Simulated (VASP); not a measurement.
# BaTiO3 (Amm2) in VASP: a series of runs

BaTiO3 is run at these levels: PBEsol; tasks: single point.

Program: VASP 6.6.1. These are calculated values, not measurements. Logs are shortened: lines on timing, memory, paths and dates and some standing lists are left out, and cuts for length are marked.

**1. The cell of the first run**

It takes space group Amm2 (No. 38, orthorhombic). Conventional cell: a = 3.924 Å, b = 5.569 Å, c = 5.572 Å, α = 90.00°, β = 90.00°, γ = 90.00°. Within 3.6 Å of Ba (site symmetry mm2) lie 12 O at 2.74 to 2.83 Å and 8 Ti at 3.37 to 3.44 Å. Within 2.5 Å of Ti (site symmetry mm2) lie 6 O at 1.90 to 2.04 Å. O (site symmetry mm2) has 2 Ti at 1.96 Å within 2.6 Å. O (site symmetry m) has 2 Ti at 1.90 to 2.04 Å within 2.5 Å.

**2. Single point, PBEsol (12.18 Å³/atom)**

INCAR

```
PREC = Accurate
ENCUT = 520
EDIFF = 1E-6
ISMEAR = 0
SIGMA = 0.05
LREAL = False
LASPH = True
NELM = 60
ALGO = Normal
ISIF = 2
LWAVE = False
LCHARG = True
GGA = PS
LELF = True
LVHAR = True
NBANDS = 28
```

KPOINTS

```
Automatic mesh
0
Gamma
  8 8 8
```

POSCAR

```
BaTiO3
1.0
    3.9243397146      0.0000000000      0.0000000000
    0.0000000000      2.7846367828      2.7859845923
    0.0000000000     -2.7846367828      2.7859845923
Ba Ti O
1 1 3
Direct
    0.0000000000      0.0031245032      0.0031245032
    0.5000000000      0.5106926878      0.5106926878
    0.0000000000      0.4950060550      0.4950060550
    0.5000000000      0.4955765092      0.9924802448
    0.5000000000      0.9924802448      0.4955765092
```

Potentials or basis: VASP PAW PBE potentials, release 64 (Ba_sv, Ti_sv, O).

Run with:

```
$ cat potpaw_PBE.64/Ba_sv/POTCAR potpaw_PBE.64/Ti_sv/POTCAR potpaw_PBE.64/O/POTCAR > POTCAR
$ mpirun -np 1 vasp_std > vasp.out
```

OUTCAR:

```text
PREC = Accurate
   ENCUT = 520
   EDIFF = 1E-6
   ISMEAR = 0
   LREAL = False
   LASPH = True
   NELM = 60
   ISIF = 2
   GGA = PS

 ion  position               nearest neighbor table
   1  0.000  0.003  0.003-   3 2.74   4 2.76   5 2.76   4 2.76   5 2.76   3 2.79   3 2.79   5 2.80
                             4 2.80   5 2.80   4 2.80   3 2.83   2 3.37   2 3.37   2 3.41   2 3.41
   2  0.500  0.511  0.511-   4 1.90   5 1.90   3 1.96   3 1.96   5 2.04   4 2.04   1 3.37   1 3.37
                             1 3.41   1 3.41   1 3.41   1 3.41   1 3.44   1 3.44
   3  0.000  0.495  0.495-   2 1.96   2 1.96   1 2.74   1 2.79   1 2.79   1 2.83
   4  0.500  0.496  0.992-   2 1.90   2 2.04   1 2.76   1 2.76   1 2.80   1 2.80
   5  0.500  0.992  0.496-   2 1.90   2 2.04   1 2.76   1 2.76   1 2.80   1 2.80

  LATTYP: Found a base centered orthorhombic cell.
 ALAT       =     5.5692735656
 B/A-ratio  =     1.0004840163
 C/A-ratio  =     0.7046412191

  Lattice vectors:

 A1 = (   0.0000000000,   2.7846367828,  -2.7859845923)
 A2 = (   0.0000000000,   2.7846367828,   2.7859845923)
 A3 = (   3.9243397146,   0.0000000000,   0.0000000000)

Analysis of symmetry for initial positions (statically):
=====================================================================
 Subroutine PRICEL returns:
 Original cell was already a primitive cell.

 Routine SETGRP: Setting up the symmetry group for a
 base centered orthorhombic supercell.

 Subroutine GETGRP returns: Found  4 space group operations
 (whereof  4 operations were pure point group operations)
 out of a pool of  8 trial point group operations.

The static configuration has the point symmetry C_2v.

Analysis of symmetry for dynamics (positions and initial velocities):
=====================================================================
 Subroutine PRICEL returns:
 Original cell was already a primitive cell.

 Routine SETGRP: Setting up the symmetry group for a
 base centered orthorhombic supercell.

 Subroutine GETGRP returns: Found  4 space group operations
 (whereof  4 operations were pure point group operations)
 out of a pool of  8 trial point group operations.

The dynamic configuration has the point symmetry C_2v.

 Subroutine INISYM returns: Found  4 space group operations
 (whereof  4 operations are pure point group operations),
 and found     1 'primitive' translations

----------------------------------------------------------------------------------------

                                     Primitive cell

  volume of cell :      60.8897

  direct lattice vectors                    reciprocal lattice vectors
     3.924339715  0.000000000  0.000000000     0.254819937  0.000000000  0.000000000
     0.000000000  2.784636783  2.785984592     0.000000000  0.179556631  0.179469765
     0.000000000 -2.784636783  2.785984592     0.000000000 -0.179556631  0.179469765

  length of vectors
     3.924339715  3.939024265  3.939024265     0.254819937  0.253870007  0.253870007

  position of ions in fractional coordinates (direct lattice)
     0.000000000  0.003124503  0.003124503
     0.500000000  0.510692688  0.510692688
     0.000000000  0.495006055  0.495006055
     0.500000000  0.495576509  0.992480245
     0.500000000  0.992480245  0.495576509

  ion indices of the primitive-cell ions
   primitive index   ion index
                 1           1
                 2           2
                 3           3
                 4           4
                 5           5

----------------------------------------------------------------------------------------

 KPOINTS: Automatic mesh

Automatic generation of k-mesh.
 Grid dimensions read from file:
 generate k-points for:    8    8    8

 Generating k-lattice:

  Cartesian coordinates                     Fractional coordinates (reciprocal lattice)
     0.031852492  0.000000000  0.000000000     0.125000000  0.000000000  0.000000000
     0.000000000  0.022444579  0.022433721     0.000000000  0.125000000  0.000000000
     0.000000000 -0.022444579  0.022433721     0.000000000  0.000000000  0.125000000

  Length of vectors
     0.031852492  0.031733751  0.031733751

  Shift w.r.t. Gamma in fractional coordinates (k-lattice)
     0.000000000  0.000000000  0.000000000

 Subroutine IBZKPT returns following result:
 ===========================================

 Found    105 irreducible k-points:

 Following reciprocal coordinates:
            Coordinates               Weight
  0.000000  0.000000  0.000000      1.000000
  0.125000  0.000000  0.000000      2.000000
  0.250000  0.000000  0.000000      2.000000
  0.375000  0.000000  0.000000      2.000000
  0.500000  0.000000  0.000000      1.000000
  0.000000  0.125000 -0.000000      4.000000
[... 16 lines left out ...]
  0.250000  0.500000 -0.000000      4.000000
  0.375000  0.500000 -0.000000      4.000000
 [... further k-points ...]
   k-points           NKPTS =    105   k-points in BZ     NKDIM =    105   number of bands    NBANDS=     28
   number of dos      NEDOS =    301   number of ions     NIONS =      5
   total plane-waves  NPLWV =  27000
   dimension x,y,z NGX =    30 NGY =   30 NGZ =   30
   dimension x,y,z NGXF=    60 NGYF=   60 NGZF=   60
   ions per type =               1   1   3
   NGX,Y,Z   is equivalent  to a cutoff of  12.71, 12.66, 12.66 a.u.
   NGXF,Y,Z  is equivalent  to a cutoff of  25.42, 25.32, 25.32 a.u.
 SYSTEM =  unknown system
   PREC   = accura    normal or accurate (medium, high low for compatibility)
   ISTART =      0    job   : 0-new  1-cont  2-samecut
   ICHARG =      2    charge: 1-file 2-atom 10-const
   ISPIN  =      1    spin polarized calculation?
   LNONCOLLINEAR =      F non collinear calculations
   LSORBIT =      F    spin-orbit coupling
   LASPH  =      T    aspherical Exc in radial PAW
   ENCUT  =  520.0 eV  38.22 Ry    6.18 a.u.   7.30  7.32  7.32*2*pi/ulx,y,z
   NELM   =     60;   NELMIN=  2; NELMDL= -5     # of ELM steps
   EDIFF  = 0.1E-05   stopping-criterion for ELM
   LREAL  =      F    real-space projection
   EDIFFG = 0.1E-04   stopping-criterion for IOM
   NSW    =      0    number of steps for IOM
   IBRION =     -1    ionic relax: 0-MD 1-quasi-New 2-CG
   NFREE  =      0    steps in history (QN), initial steepest desc. (CG)
   ISIF   =      2    stress and relaxation
   ISYM   =      2    0-nonsym 1-usesym 2-fastsym
   POTIM  = 0.5000    time-step for ionic-motion
   TEBEG  =    0.0;   TEEND  =   0.0 temperature during run
   PSTRESS=    0.0 pullay stress
   NELECT =      40.0000    total number of electrons
   NUPDOWN=      -1.0000    fix difference up-down
   EMIN   =  10.00;   EMAX   =-10.00  energy-range for DOS
   EFERMI =   0.00;   METHOD = LEGACY
   ISMEAR =     0;   SIGMA  =   0.05  broadening in eV -4-tet -1-fermi 0-gaus
   EFERMI_NEDOS =   21; number of points for ismear=-14 and -15
   IALGO  =     38    algorithm
   IMIX   =      4    mixing-type and parameters
     AMIX     =   0.40;   BMIX     =  1.00
     AMIX_MAG =   1.60;   BMIX_MAG =  1.00
  volume/ion in A,a.u.               =      12.18        82.18
  Fermi-wavevector in a.u.,A,eV,Ry     =   1.423138  2.689340 27.556158  2.025320
  Thomas-Fermi vector in A             =   2.543767
   LORBIT       =      0    0 simple, 1 ext, 2 COOP (PROOUT), +10 PAW based schemes
   GGA     = PS    functional components
   LHFCALC =     F    Hartree Fock is set to
   AEXX    =    0.0000 exact exchange contribution
   IVDW    =     0    specifies the selected vdW correction
   LEPSILON=     F    determine dielectric tensor
   LRPA    =     F    only Hartree local field effects (RPA)
 non-spin polarized calculation
 Gauss-broadening in eV      SIGMA  =   0.05
  energy-cutoff  :      520.00
  volume of cell :       60.89
 maximum number of plane-waves:      1663
 NGX is ok and might be reduce to    30
   NGX = 15   NGY = 15   NGZ = 15

 number of electron      40.0000006 magnetization

 Free energy of the ion-electron system (eV)
  ---------------------------------------------------
  ext. energy  EPLUGINS =         0.00000000
  ---------------------------------------------------
  free energy    TOTEN  =       -41.92729943 eV

  energy without entropy =      -41.92729943  energy(sigma->0) =      -41.92729943

 E-fermi :   4.3531     XC(G=0): -11.7888

 val. band max:        4.0986275211   @ k =   0.5000   0.5000   0.5000
 cond. band min:       6.0070262182   @ k =   0.0000   0.0000   0.0000
 fundamental gap:      1.9083986971
 Fermi energy:         4.3531183143

 k-point     1 :       0.0000    0.0000    0.0000
  band No.  band energies     occupation
      1     -51.9835      2.00000
      2     -28.3558      2.00000
      3     -28.3532      2.00000
      4     -28.3412      2.00000
      5     -20.5637      2.00000
      6     -12.8261      2.00000
[... 20 lines left out ...]
     27       9.0925      0.00000
     28      11.8536      0.00000

 k-point     2 :       0.1250    0.0000    0.0000
  band No.  band energies     occupation
      1     -51.9833      2.00000
      2     -28.3554      2.00000
      3     -28.3530      2.00000
      4     -28.3517      2.00000
      5     -20.5401      2.00000
      6     -12.8455      2.00000
[... 20 lines left out ...]
     27       9.4146      0.00000
     28      12.2454      0.00000

 k-point     3 :       0.2500    0.0000    0.0000
  band No.  band energies     occupation
      1     -51.9828      2.00000
      2     -28.3776      2.00000
      3     -28.3544      2.00000
      4     -28.3518      2.00000
      5     -20.4821      2.00000
      6     -12.9546      2.00000
[... 20 lines left out ...]
     27      10.2783      0.00000
     28      12.6629      0.00000

 k-point     4 :       0.3750    0.0000    0.0000
  band No.  band energies     occupation
      1     -51.9822      2.00000
      2     -28.4030      2.00000
      3     -28.3534      2.00000
      4     -28.3507      2.00000
      5     -20.4225      2.00000
      6     -13.1085      2.00000
[... 578 lines left out ...]
     27      12.1859      0.00000
     28      12.7278      0.00000

 k-point    23 :       0.2500    0.5000   -0.0000
  band No.  band energies     occupation
      1     -51.9814      2.00000
      2     -28.4213      2.00000
      3     -28.3736      2.00000
      4     -28.3503      2.00000
      5     -20.3516      2.00000
      6     -12.8741      2.00000
[... 20 lines left out ...]
     27      12.9467      0.00000
     28      13.1807      0.00000

 k-point    24 :       0.3750    0.5000   -0.0000
  band No.  band energies     occupation
      1     -51.9808      2.00000
      2     -28.4195      2.00000
      3     -28.3982      2.00000
      4     -28.3493      2.00000
      5     -20.3155      2.00000
      6     -12.6298      2.00000
[... 20 lines left out ...]
     27      12.3901      0.00000
     28      14.0461      0.00000

 [... further k-points ...]

------------------------ aborting loop because EDIFF is reached ----------------------------------------

  FORCE on cell =-STRESS in cart. coord.  units (eV):
  Direction    XX          YY          ZZ          XY          YZ          ZX
  --------------------------------------------------------------------------------------
  -------------------------------------------------------------------------------------
  Total        3.0734781      3.0579406      3.0901618      0.0000000      0.0000000      0.0000000
  in kB       80.8717523     80.4629166     81.3107454      0.0000000      0.0000000      0.0000000
  external PRESSURE =      80.8818048 kB  Pullay stress =       0.0000000 kB

 VOLUME and BASIS-vectors are now :
 -----------------------------------------------------------------------------
  energy-cutoff  :      520.00
  volume of cell :       60.89
      direct lattice vectors                 reciprocal lattice vectors
     3.924339715  0.000000000  0.000000000     0.254819937  0.000000000  0.000000000
     0.000000000  2.784636783  2.785984592     0.000000000  0.179556631  0.179469765
     0.000000000 -2.784636783  2.785984592     0.000000000 -0.179556631  0.179469765

 POSITION                                       TOTAL-FORCE (eV/Angst)
 -----------------------------------------------------------------------------------
      0.00000      0.00000      0.01741         0.000000      0.000000     -0.027416
      1.96217      0.00000      2.84556         0.000000      0.000000     -0.026089
      0.00000      0.00000      2.75816         0.000000      0.000000      0.014400
      1.96217     -1.38370      4.14570         0.000000     -0.009292      0.019553
      1.96217      1.38370      4.14570         0.000000      0.009292      0.019553
 -----------------------------------------------------------------------------------
    total drift:                                0.000000      0.000004     -0.000852

  FREE ENERGIE OF THE ION-ELECTRON SYSTEM (eV)
  ---------------------------------------------------
  free  energy   TOTEN  =       -41.9272994261 eV

  energy  without entropy=      -41.9272994261  energy(sigma->0) =      -41.92729943
```

Run time: 2.3 min. Hardware: 1 thread of Intel Xeon Platinum 8488C (Sapphire Rapids), shared host; peak memory 0.3 GiB.

Results:

| Property | Result |
| --- | --- |
| Free energy | -41.9273 eV |
| Pressure | 8.1 GPa |
| Largest force | 0.027 eV/Å |
| Band gap on the k mesh | 1.91 eV (least direct gap 2.07 eV) |

Forces in eV/Å, atoms in the order of the input:
```
Ba   0.000  0.000 -0.027
Ti   0.000  0.000 -0.026
O    0.000  0.000  0.014
O    0.000 -0.009  0.020
O    0.000  0.009  0.020
```

Levels at points of the mesh, in eV from the valence-band top:
| k point | band 17 | band 18 | band 19 | band 20 | band 21 | band 22 | band 23 | band 24 |
| --- | --- | --- | --- | --- | --- | --- | --- | --- |
| (0.00, 0.00, 0.00) | -1.21 | -0.21 | -0.20 | -0.16 | 1.91 | 1.98 | 2.02 | 4.41 |
| (0.50, 0.00, 0.00) | -1.89 | -1.82 | -0.86 | -0.80 | 2.19 | 3.80 | 3.84 | 4.43 |
| (0.00, 0.50, 0.00) | -1.93 | -1.86 | -0.78 | -0.73 | 2.12 | 3.81 | 3.82 | 4.42 |
| (0.50, 0.50, 0.00) | -1.70 | -0.86 | -0.85 | -0.10 | 3.84 | 3.84 | 4.25 | 5.25 |
| (0.00, 0.50, 0.50) | -1.69 | -0.85 | -0.84 | -0.14 | 3.83 | 3.83 | 4.23 | 5.32 |
| (0.50, 0.50, 0.50) | -2.38 | -0.04 | -0.01 | 0.00 | 4.53 | 4.54 | 4.57 | 6.81 |

Caveat: the cell stands under pressure; the PAW data sets were made with another functional, which shifts forces and pressure a little; spin-orbit coupling is left out, which moves the levels of the heavy elements.

**3. Single point, PBEsol**

This run uses another cell than the first one, of 12.69 Å³/atom.

INCAR

```
ALGO = Normal
EDIFF = 1E-6
ENCUT = 520
GGA = PS
ISIF = 2
ISMEAR = 0
LASPH = T
LCHARG = T
LELF = T
LREAL = F
LVHAR = T
LWAVE = F
NBANDS = 28
NELM = 100
PREC = Accurate
SIGMA = 0.05
```

KPOINTS

```
k-points
0
Gamma
  8 8 8
```

POSCAR

```
BaTiO3
1.0
    3.9498991459      0.0000000000      0.0000000000
    0.0000000000      2.8283333161      2.8387427115
    0.0000000000     -2.8283333161      2.8387427115
Ba Ti O
1 1 3
Direct
    0.0000000000      0.0070717264      0.0070717264
    0.5000000000      0.5198413058      0.5198413058
    0.0000000000      0.4914238104      0.4914238104
    0.5000000000      0.4937329499      0.9848102075
    0.5000000000      0.9848102075      0.4937329499
```

Potentials or basis: VASP PAW PBE potentials, release 64 (Ba_sv, Ti_sv, O).

Run with:

```
$ cat potpaw_PBE.64/Ba_sv/POTCAR potpaw_PBE.64/Ti_sv/POTCAR potpaw_PBE.64/O/POTCAR > POTCAR
$ mpirun -np 1 vasp_std > vasp.out
```

Run time: 2.4 min. Hardware: 1 thread of Intel Xeon Platinum 8488C (Sapphire Rapids), shared host; peak memory 0.3 GiB.

It converged, with:

* Free energy: -42.0016 eV
* Pressure: 1.9 GPa
* Largest force: 0.055 eV/Å
* Band gap on the k mesh: 2.09 eV (least direct gap 2.44 eV)

Forces in eV/Å, atoms in the order of the input:
```
Ba   0.000  0.000 -0.038
Ti   0.000  0.000 -0.055
O    0.000  0.000  0.018
O    0.000 -0.020  0.038
O    0.000  0.020  0.038
```

Levels at points of the mesh, in eV from the valence-band top:
| k point | band 16 | band 17 | band 18 | band 19 | band 20 | band 21 | band 22 | band 23 | band 24 | band 25 |
| --- | --- | --- | --- | --- | --- | --- | --- | --- | --- | --- |
| (0.00, 0.00, 0.00) | -1.34 | -1.16 | -0.45 | -0.44 | -0.35 | 2.09 | 2.27 | 2.35 | 4.41 | 4.45 |
| (0.50, 0.00, 0.00) | -2.21 | -1.79 | -1.65 | -1.12 | -0.98 | 2.48 | 3.71 | 3.85 | 4.40 | 6.08 |
| (0.00, 0.50, 0.00) | -1.97 | -1.92 | -1.77 | -0.92 | -0.78 | 2.32 | 3.75 | 3.77 | 4.40 | 6.23 |
| (0.50, 0.50, 0.00) | -2.78 | -1.71 | -0.93 | -0.91 | -0.09 | 3.80 | 3.81 | 4.16 | 4.97 | 7.80 |
| (0.00, 0.50, 0.50) | -2.81 | -1.66 | -0.91 | -0.86 | -0.23 | 3.76 | 3.80 | 4.10 | 5.21 | 7.78 |
| (0.50, 0.50, 0.50) | -2.42 | -2.40 | -0.14 | -0.02 | 0.00 | 4.35 | 4.38 | 4.47 | 6.51 | 6.64 |

Caveat: the PAW data sets were made with another functional, which shifts forces and pressure a little; spin-orbit coupling is left out, which moves the levels of the heavy elements. A k mesh can miss the band edges.
